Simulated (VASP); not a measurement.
Here is a VASP 6.6.1 calculation.

The input INCAR:

```
  ALGO = Normal
  EDIFF = 1E-8
  ENCUT = 520
  GGA = PE
  IBRION = 8
  ISIF = 2
  ISMEAR = 0
  LASPH = T
  LCHARG = F
  LEPSILON = T
  LREAL = F
  LWAVE = F
  NBANDS = 11
  NELM = 100
  NSW = 1
  PREC = Accurate
  SIGMA = 0.01
```

KPOINTS

```
k-points
0
Gamma
  10 10 10
```

File POSCAR:

```
AlN
1.0
    0.0000000000      2.1801290276      2.1801290276
    2.1801290276      0.0000000000      2.1801290276
    2.1801290276      2.1801290276      0.0000000000
Al N
1 1
Direct
    0.0000000000      0.0000000000      0.0000000000
    0.7500000000      0.7500000000      0.7500000000
```

Potentials or basis: VASP PAW PBE potentials, release 64 (Al, N).

Run with:

```console
$ cat potpaw_PBE.64/Al/POTCAR potpaw_PBE.64/N/POTCAR > POTCAR
$ mpirun -np 1 vasp_std > vasp.out
```

**Question.** Estimate the electronic dielectric tensor (diagonal).

**Answer.** 4.57.

**Question.** Estimate the Born charges (mean of the diagonal).

**Answer.** Al +2.53; N -2.53 e.

**Question.** What does it give for the highest phonon frequency at Γ, LO-TO splitting left out?

**Answer.** 663 cm⁻¹.

Electronic dielectric tensor:
```
4.57 0.00 0.00
0.00 4.57 0.00
0.00 0.00 4.57
```

Caveat: the cell wasn't relaxed at this level first, which shifts response properties.
